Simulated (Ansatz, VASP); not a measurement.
One calculation of ZnO, two programs

INCAR

```
PREC = Accurate ; ENCUT = 520
EDIFF = 1E-6 ; ISMEAR = 0
SIGMA = 0.01 ; LREAL = F
LASPH = T ; NELM = 60
ALGO = Normal ; ISIF = 2
LWAVE = F ; LCHARG = T
GGA = PS ; LELF = T
LVHAR = T ; NBANDS = 26
```

The input KPOINTS:

```
regular mesh
0
Gamma
  6 6 4
```

The input POSCAR:

```
ZnO
1.0
    3.2879671600      0.0000000000      0.0000000000
   -1.6439835800      2.8474630900      0.0000000000
    0.0000000000      0.0000000000      7.1304413500
Zn O
2 2
Direct
    0.0000000000      0.0000000000      0.7500000000
    0.0000000000      0.0000000000      0.2500000000
    0.3333333300      0.6666666700      0.2500000000
    0.6666666700      0.3333333300      0.7500000000
```

Input for Ansatz:

```yaml
crystal:
  lattice:
    - [3.28796716, 0.0, 0.0]
    - [-1.64398358, 2.84746309, 0.0]
    - [0.0, 0.0, 7.13044135]
  atoms:
    - { symbol: Zn, position: [0.0, 0.0, 0.7500000000000001] }
    - { symbol: Zn, position: [0.0, 0.0, 0.25] }
    - { symbol: O, position: [0.3333333299999999, 0.66666667, 0.25] }
    - { symbol: O, position: [0.66666667, 0.33333333, 0.7500000000000001] }
kpoints:
  mp_grid:
    grid: [6, 6, 4]
hamiltonian:
  xc: pbesol
scf:
  occupations:
    method: fixed
output:
  eigenvalues: true
```

Alike in both runs: task single point; functional PBEsol; k mesh 6 × 6 × 4; no spin polarisation.

|  | VASP | Ansatz |
| --- | --- | --- |
| version | VASP 6.6.1 | Ansatz 0.2.0 |
| potentials or method | VASP PAW PBE potentials, release 64 (Zn, O) | plane waves, PAW |
| plane-wave cutoff (eV) | 520 | 420 |
| occupations | gaussian, width 0.01 eV | fixed |
| valence electrons in the cell | 36 | 36 |

|  | VASP | Ansatz | Ansatz less VASP |
| --- | --- | --- | --- |
| gap on the k mesh at the Fermi level (eV) | 0.75 | 0.75 | 0.000 |

VASP's potentials were made for PBE, not for PBEsol.
